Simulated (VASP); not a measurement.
# TiAl3 (I4/mmm) in VASP: further runs

Runs on TiAl3. Level: PBE. Tasks: single point.

Program: VASP 6.6.1. These are calculated values, not measurements. Logs are shortened: lines on timing, memory, paths and dates and some standing lists are left out, and cuts for length are marked.

## (1) The cell of the first run

It takes space group I4/mmm (No. 139, tetragonal). Conventional cell: a = 3.822 Å, b = 3.822 Å, c = 8.561 Å, α = 90.00°, β = 90.00°, γ = 90.00°. Within 3.6 Å of Ti (site symmetry 4/mmm) lie 12 Al at 2.70 to 2.87 Å. Within 3.6 Å of Al (site symmetry 4/mmm) lie 4 Ti at 2.70 Å and 8 Al at 2.87 Å. Al (site symmetry -4m2) has 8 Al at 2.70 to 2.87 Å and 4 Ti at 2.87 Å within 3.6 Å.

## (2) Single point, PBE

INCAR reads:

```
SYSTEM = TiAl3
PREC = Accurate
ENCUT = 520
EDIFF = 1E-6
ISMEAR = 0
SIGMA = 0.1
LREAL = .FALSE.
LASPH = .TRUE.
NELM = 80
ALGO = Normal
ISIF = 2
LWAVE = .FALSE.
LCHARG = .FALSE.
GGA = PE
NBANDS = 18
```

KPOINTS reads:

```
regular mesh
0
G
  6 6 6
  0 0 0
```

POSCAR reads:

```
TiAl3
1.0
   -1.9111067713      1.9111067713      4.2806687947
    1.9111067713     -1.9111067713      4.2806687947
    1.9111067713      1.9111067713     -4.2806687947
Ti Al
1 3
Direct
    0.0000000000      0.0000000000      0.0000000000
    0.5000000000      0.5000000000      0.0000000000
    0.7500000000      0.2500000000      0.5000000000
    0.2500000000      0.7500000000      0.5000000000
```

Potentials or basis: VASP PAW PBE potentials, release 64 (Ti_sv, Al).

Started as:

```
$ cat potpaw_PBE.64/Ti_sv/POTCAR potpaw_PBE.64/Al/POTCAR > POTCAR
$ mpirun -np 1 vasp_std > vasp.out
```

OUTCAR:

```text
SYSTEM = TiAl3
   PREC = Accurate
   ENCUT = 520
   EDIFF = 1E-6
   ISMEAR = 0
   LREAL = .FALSE.
   LASPH = .TRUE.
   NELM = 80
   ISIF = 2
   GGA = PE

 ion  position               nearest neighbor table
   1  0.000  0.000  0.000-   2 2.70   2 2.70   2 2.70   2 2.70   4 2.87   3 2.87   4 2.87   4 2.87
                             3 2.87   3 2.87   4 2.87   3 2.87
   2  0.500  0.500  0.000-   1 2.70   1 2.70   1 2.70   1 2.70   4 2.87   3 2.87   4 2.87   3 2.87
                             4 2.87   4 2.87   3 2.87   3 2.87
   3  0.750  0.250  0.500-   4 2.70   4 2.70   4 2.70   4 2.70   2 2.87   1 2.87   2 2.87   1 2.87
                             2 2.87   2 2.87   1 2.87   1 2.87
   4  0.250  0.750  0.500-   3 2.70   3 2.70   3 2.70   3 2.70   2 2.87   1 2.87   2 2.87   2 2.87
                             1 2.87   1 2.87   2 2.87   1 2.87

  LATTYP: Found a body centered tetragonal cell.
 ALAT       =     3.8222135426
 C/A-ratio  =     2.2398899208

  Lattice vectors:

 A1 = (  -1.9111067713,   1.9111067713,   4.2806687947)
 A2 = (   1.9111067713,  -1.9111067713,   4.2806687947)
 A3 = (   1.9111067713,   1.9111067713,  -4.2806687947)

Analysis of symmetry for initial positions (statically):
=====================================================================
 Subroutine PRICEL returns:
 Original cell was already a primitive cell.

 Routine SETGRP: Setting up the symmetry group for a
 body centered tetragonal supercell.

 Subroutine GETGRP returns: Found 16 space group operations
 (whereof 16 operations were pure point group operations)
 out of a pool of 16 trial point group operations.

The static configuration has the point symmetry D_4h.

Analysis of symmetry for dynamics (positions and initial velocities):
=====================================================================
 Subroutine PRICEL returns:
 Original cell was already a primitive cell.

 Routine SETGRP: Setting up the symmetry group for a
 body centered tetragonal supercell.

 Subroutine GETGRP returns: Found 16 space group operations
 (whereof 16 operations were pure point group operations)
 out of a pool of 16 trial point group operations.

The dynamic configuration has the point symmetry D_4h.

 Subroutine INISYM returns: Found 16 space group operations
 (whereof 16 operations are pure point group operations),
 and found     1 'primitive' translations

----------------------------------------------------------------------------------------

                                     Primitive cell

  volume of cell :      62.5376

  direct lattice vectors                    reciprocal lattice vectors
    -1.911106771  1.911106771  4.280668795     0.000000000  0.261628501  0.116804178
     1.911106771 -1.911106771  4.280668795     0.261628501  0.000000000  0.116804178
     1.911106771  1.911106771 -4.280668795     0.261628501  0.261628501  0.000000000

  length of vectors
     5.062487878  5.062487878  5.062487878     0.286518217  0.286518217  0.369998575

  position of ions in fractional coordinates (direct lattice)
     0.000000000  0.000000000  0.000000000
     0.500000000  0.500000000  0.000000000
     0.750000000  0.250000000  0.500000000
     0.250000000  0.750000000  0.500000000

  ion indices of the primitive-cell ions
   primitive index   ion index
                 1           1
                 2           2
                 3           3
                 4           4

----------------------------------------------------------------------------------------

 KPOINTS: regular mesh

Automatic generation of k-mesh.
 Grid dimensions read from file:
 generate k-points for:    6    6    6

 Generating k-lattice:

  Cartesian coordinates                     Fractional coordinates (reciprocal lattice)
     0.000000000  0.043604750  0.019467363     0.166666667  0.000000000  0.000000000
     0.043604750  0.000000000  0.019467363     0.000000000  0.166666667  0.000000000
     0.043604750  0.043604750  0.000000000     0.000000000  0.000000000  0.166666667

  Length of vectors
     0.047753036  0.047753036  0.061666429

  Shift w.r.t. Gamma in fractional coordinates (k-lattice)
     0.000000000  0.000000000  0.000000000

 Subroutine IBZKPT returns following result:
 ===========================================

 Found     30 irreducible k-points:

 Following reciprocal coordinates:
            Coordinates               Weight
  0.000000  0.000000  0.000000      1.000000
  0.166667 -0.000000  0.000000      8.000000
  0.333333 -0.000000  0.000000      8.000000
  0.500000 -0.000000  0.000000      4.000000
  0.166667  0.166667  0.000000      8.000000
  0.333333  0.166667  0.000000     16.000000
[... 16 lines left out ...]
 -0.333333 -0.333333  0.166667      8.000000
 -0.166667 -0.333333  0.166667      8.000000
 [... further k-points ...]
   k-points           NKPTS =     30   k-points in BZ     NKDIM =     30   number of bands    NBANDS=     18
   number of dos      NEDOS =    301   number of ions     NIONS =      4
   total plane-waves  NPLWV =  64000
   dimension x,y,z NGX =    40 NGY =   40 NGZ =   40
   dimension x,y,z NGXF=    80 NGYF=   80 NGZF=   80
   ions per type =               1   3
   NGX,Y,Z   is equivalent  to a cutoff of  13.14, 13.14, 13.14 a.u.
   NGXF,Y,Z  is equivalent  to a cutoff of  26.27, 26.27, 26.27 a.u.
 SYSTEM =  TiAl3
   PREC   = accura    normal or accurate (medium, high low for compatibility)
   ISTART =      0    job   : 0-new  1-cont  2-samecut
   ICHARG =      2    charge: 1-file 2-atom 10-const
   ISPIN  =      1    spin polarized calculation?
   LNONCOLLINEAR =      F non collinear calculations
   LSORBIT =      F    spin-orbit coupling
   LASPH  =      T    aspherical Exc in radial PAW
   ENCUT  =  520.0 eV  38.22 Ry    6.18 a.u.   9.41  9.41  9.41*2*pi/ulx,y,z
   NELM   =     80;   NELMIN=  2; NELMDL= -5     # of ELM steps
   EDIFF  = 0.1E-05   stopping-criterion for ELM
   LREAL  =      F    real-space projection
   EDIFFG = 0.1E-04   stopping-criterion for IOM
   NSW    =      0    number of steps for IOM
   IBRION =     -1    ionic relax: 0-MD 1-quasi-New 2-CG
   NFREE  =      0    steps in history (QN), initial steepest desc. (CG)
   ISIF   =      2    stress and relaxation
   ISYM   =      2    0-nonsym 1-usesym 2-fastsym
   POTIM  = 0.5000    time-step for ionic-motion
   TEBEG  =    0.0;   TEEND  =   0.0 temperature during run
   PSTRESS=    0.0 pullay stress
   NELECT =      21.0000    total number of electrons
   NUPDOWN=      -1.0000    fix difference up-down
   EMIN   =  10.00;   EMAX   =-10.00  energy-range for DOS
   EFERMI =   0.00;   METHOD = LEGACY
   ISMEAR =     0;   SIGMA  =   0.10  broadening in eV -4-tet -1-fermi 0-gaus
   EFERMI_NEDOS =   21; number of points for ismear=-14 and -15
   IALGO  =     38    algorithm
   IMIX   =      4    mixing-type and parameters
     AMIX     =   0.40;   BMIX     =  1.00
     AMIX_MAG =   1.60;   BMIX_MAG =  1.00
  volume/ion in A,a.u.               =      15.63       105.51
  Fermi-wavevector in a.u.,A,eV,Ry     =   1.137891  2.150303 17.616776  1.294796
  Thomas-Fermi vector in A             =   2.274596
   LORBIT       =      0    0 simple, 1 ext, 2 COOP (PROOUT), +10 PAW based schemes
   GGA     = PE    functional components
   LHFCALC =     F    Hartree Fock is set to
   AEXX    =    0.0000 exact exchange contribution
   IVDW    =     0    specifies the selected vdW correction
   LEPSILON=     F    determine dielectric tensor
   LRPA    =     F    only Hartree local field effects (RPA)
 non-spin polarized calculation
 Gauss-broadening in eV      SIGMA  =   0.10
  energy-cutoff  :      520.00
  volume of cell :       62.54
 maximum number of plane-waves:      1697
 NGX is ok and might be reduce to    40
   NGX = 19   NGY = 19   NGZ = 19

 number of electron      20.9999999 magnetization

 Free energy of the ion-electron system (eV)
  ---------------------------------------------------
  ext. energy  EPLUGINS =         0.00000000
  ---------------------------------------------------
  free energy    TOTEN  =       -20.66236944 eV

  energy without entropy =      -20.65584579  energy(sigma->0) =      -20.65910761

 E-fermi :   8.3743     XC(G=0): -10.7946

 val. band max:        8.3563877621   @ k =   0.3333  -0.0000   0.0000
 cond. band min:       8.4227815593   @ k =  -0.3333  -0.3333   0.1667
 fundamental gap:      0.0663937972
 Fermi energy:         8.3743378763

 k-point     1 :       0.0000    0.0000    0.0000
  band No.  band energies     occupation
      1     -48.0933      2.00000
      2     -24.4154      2.00000
      3     -24.4154      2.00000
      4     -24.3202      2.00000
      5      -1.7634      2.00000
      6       5.4978      2.00000
[... 10 lines left out ...]
     17      12.1937      0.00000
     18      12.1937      0.00000

 k-point     2 :       0.1667   -0.0000    0.0000
  band No.  band energies     occupation
      1     -48.0930      2.00000
      2     -24.4224      2.00000
      3     -24.4149      2.00000
      4     -24.3198      2.00000
      5      -1.4173      2.00000
      6       4.6622      2.00000
[... 10 lines left out ...]
     17      12.3695      0.00000
     18      13.7310      0.00000

 k-point     3 :       0.3333   -0.0000    0.0000
  band No.  band energies     occupation
      1     -48.0923      2.00000
      2     -24.4364      2.00000
      3     -24.4140      2.00000
      4     -24.3192      2.00000
      5      -0.4082      2.00000
      6       3.1647      2.00000
[... 10 lines left out ...]
     17      13.2532      0.00000
     18      13.8107      0.00000

 k-point     4 :       0.5000   -0.0000    0.0000
  band No.  band energies     occupation
      1     -48.0919      2.00000
      2     -24.4434      2.00000
      3     -24.4135      2.00000
      4     -24.3189      2.00000
      5       1.0105      2.00000
      6       1.3771      2.00000
[... 375 lines left out ...]
      4     -24.3199      2.00000
      5       0.2026      2.00000
      6       2.4219      2.00000
[... 10 lines left out ...]
     17      13.2987      0.00000
     18      14.7300      0.00000

 k-point    23 :      -0.3333   -0.3333    0.1667
  band No.  band energies     occupation
      1     -48.0926      2.00000
      2     -24.4222      2.00000
      3     -24.4216      2.00000
      4     -24.3208      2.00000
      5      -0.3324      2.00000
      6       2.3396      2.00000
[... 10 lines left out ...]
     17      14.1199      0.00000
     18      14.3827      0.00000

 k-point    24 :      -0.1667   -0.3333    0.1667
  band No.  band energies     occupation
      1     -48.0929      2.00000
      2     -24.4225      2.00000
      3     -24.4150      2.00000
      4     -24.3210      2.00000
      5      -0.9750      2.00000
      6       2.9145      2.00000
[... 10 lines left out ...]
     17      13.4447      0.00000
     18      13.7439      0.00000

 [... further k-points ...]

------------------------ aborting loop because EDIFF is reached ----------------------------------------

  FORCE on cell =-STRESS in cart. coord.  units (eV):
  Direction    XX          YY          ZZ          XY          YZ          ZX
  --------------------------------------------------------------------------------------
  -------------------------------------------------------------------------------------
  Total        0.7516541      0.7516541      0.8332615      0.0000000      0.0000000      0.0000000
  in kB       19.2569315     19.2569315     21.3476655      0.0000000      0.0000000      0.0000000
  external PRESSURE =      19.9538428 kB  Pullay stress =       0.0000000 kB

 VOLUME and BASIS-vectors are now :
 -----------------------------------------------------------------------------
  energy-cutoff  :      520.00
  volume of cell :       62.54
      direct lattice vectors                 reciprocal lattice vectors
    -1.911106771  1.911106771  4.280668795     0.000000000  0.261628501  0.116804178
     1.911106771 -1.911106771  4.280668795     0.261628501  0.000000000  0.116804178
     1.911106771  1.911106771 -4.280668795     0.261628501  0.261628501  0.000000000

 POSITION                                       TOTAL-FORCE (eV/Angst)
 -----------------------------------------------------------------------------------
      0.00000      0.00000      0.00000         0.000000      0.000000      0.000000
      0.00000      0.00000      4.28067         0.000000      0.000000      0.000000
      0.00000      1.91111      2.14033        -0.000000      0.000000      0.000000
      1.91111      0.00000      2.14033         0.000000     -0.000000     -0.000000
 -----------------------------------------------------------------------------------
    total drift:                               -0.000000     -0.000000     -0.000000

  FREE ENERGIE OF THE ION-ELECTRON SYSTEM (eV)
  ---------------------------------------------------
  free  energy   TOTEN  =       -20.6623694363 eV

  energy  without entropy=      -20.6558457885  energy(sigma->0) =      -20.65910761
```

Run time: 32 s. Hardware: 1 thread of Intel Xeon Platinum 8375C at 2.90GHz (Ice Lake), shared host; peak memory 0.25 GiB.

What came out:

* Free energy: -20.6624 eV
* Pressure: 2.0 GPa

Caveat: the k points lie up to 0.39 Å⁻¹ apart.

## (3) Single point, PBE

This run uses another cell than the first one, of 15.94 Å³/atom, 1.019 times its volume.

INCAR reads:

```
PREC = Accurate ; ENCUT = 520
EDIFF = 1E-6 ; ISMEAR = 0
SIGMA = 0.1 ; LREAL = F
LASPH = T ; NELM = 100
ALGO = Normal ; ISIF = 2
LWAVE = F ; LCHARG = F
GGA = PE ; NBANDS = 18
```

KPOINTS reads:

```
regular mesh
0
Gamma
  16 16 16
```

POSCAR reads:

```
TiAl3
1.0
   -1.9226734293      1.9226734293      4.3114047963
    1.9226734293     -1.9226734293      4.3114047963
    1.9226734293      1.9226734293     -4.3114047963
Ti Al
1 3
Direct
    0.0000000000      0.0000000000      0.0000000000
    0.5000000000      0.5000000000      0.0000000000
    0.7500000000      0.2500000000      0.5000000000
    0.2500000000      0.7500000000      0.5000000000
```

Potentials or basis: VASP PAW PBE potentials, release 64 (Ti_sv, Al).

Started as:

```
$ cat potpaw_PBE.64/Ti_sv/POTCAR potpaw_PBE.64/Al/POTCAR > POTCAR
$ mpirun -np 1 vasp_std > vasp.out
```

Run time: 7.4 min. Hardware: 1 thread of Intel Xeon Platinum 8259CL at 2.50GHz (Skylake/Cascade Lake), shared host; peak memory 0.53 GiB.

Results (log left out):

```yaml
Free_energy: -20.6655 eV
Pressure: -0.1 GPa
```

Levels at points of the mesh, in eV from the Fermi level:
| k point | band 8 | band 9 | band 10 | band 11 | band 12 | band 13 | band 14 | band 15 |
| --- | --- | --- | --- | --- | --- | --- | --- | --- |
| (0.00, 0.00, 0.00) | -1.38 | -1.21 | -1.21 | 0.82 | 1.71 | 1.71 | 2.23 | 2.35 |
| (0.50, 0.00, 0.00) | -2.97 | -1.05 | -0.26 | 0.50 | 1.77 | 2.06 | 2.67 | 3.13 |
| (0.50, 0.50, 0.00) | -3.73 | -2.70 | -2.20 | -0.98 | 1.73 | 1.91 | 2.66 | 2.77 |
| (0.50, 0.50, 0.50) | -0.93 | -0.93 | -0.23 | 0.70 | 0.70 | 0.93 | 3.04 | 4.60 |

## (4) Single point, PBE

INCAR reads:

```
PREC = Accurate
ENCUT = 520
EDIFF = 1E-6
ISMEAR = 0
SIGMA = 0.1
LREAL = False
LASPH = True
NELM = 100
ALGO = Normal
ISIF = 2
LWAVE = False
LCHARG = True
GGA = PE
LELF = True
LVHAR = True
NBANDS = 18
```

KPOINTS reads:

```
Automatic mesh
0
Gamma
  16 16 16
```

POSCAR reads:

```
TiAl3
1.0
   -1.9111067713      1.9111067713      4.2806687947
    1.9111067713     -1.9111067713      4.2806687947
    1.9111067713      1.9111067713     -4.2806687947
Ti Al
1 3
Direct
    0.0000000000      0.0000000000      0.0000000000
    0.5000000000      0.5000000000      0.0000000000
    0.7500000000      0.2500000000      0.5000000000
    0.2500000000      0.7500000000      0.5000000000
```

Started as:

```
$ cat potpaw_PBE.64/Ti_sv/POTCAR potpaw_PBE.64/Al/POTCAR > POTCAR
$ mpirun -np 1 vasp_std > vasp.out
```

Run time: 7.2 min. Hardware: 1 thread of Intel Xeon Platinum 8259CL at 2.50GHz (Skylake/Cascade Lake), shared host; peak memory 0.51 GiB.

The run converged. Its results:

- Free energy: -20.6577 eV
- Pressure: 2.0 GPa

Stress tensor (GPa, compression positive):
```
1.98 0.00 0.00
0.00 1.98 0.00
0.00 0.00 2.05
```

Levels at points of the mesh, in eV from the Fermi level:
```csv
k point,band 7,band 8,band 9,band 10,band 11,band 12,band 13,band 14,band 15,band 16
"(0.00, 0.00, 0.00)",-2.64,-1.42,-1.24,-1.24,0.83,1.74,1.74,2.23,2.47,3.82
"(0.50, 0.00, 0.00)",-3.63,-2.96,-1.07,-0.26,0.50,1.82,2.09,2.73,3.17,4.50
"(0.50, 0.50, 0.00)",-4.39,-3.78,-2.72,-2.21,-1.00,1.78,1.96,2.70,2.84,3.21
"(0.50, 0.50, 0.50)",-2.01,-0.93,-0.93,-0.24,0.71,0.71,0.95,3.08,4.77,6.12
```

## (5) Overview

```tsv
cell	k mesh	gap on the mesh (eV)	pressure (GPa)
a = 5.062 Å, angles 135.6, 135.6, 64.5°, 4 atoms	6 × 6 × 6	none	2.0
a = 5.097 Å, angles 135.7, 135.7, 64.5°, 4 atoms	16 × 16 × 16	none	-0.1
a = 5.062 Å, angles 135.6, 135.6, 64.5°, 4 atoms	16 × 16 × 16	none	2.0
```

Alike in all rows: task single point; level PBE; potentials or basis VASP PAW PBE potentials, release 64 (Ti_sv, Al); no spin polarisation; cutoff (eV) 520; smearing gaussian 0.1 eV.

Caveats: some runs use coarse meshes.

Absolute energies hang on the potentials; compare differences alone.
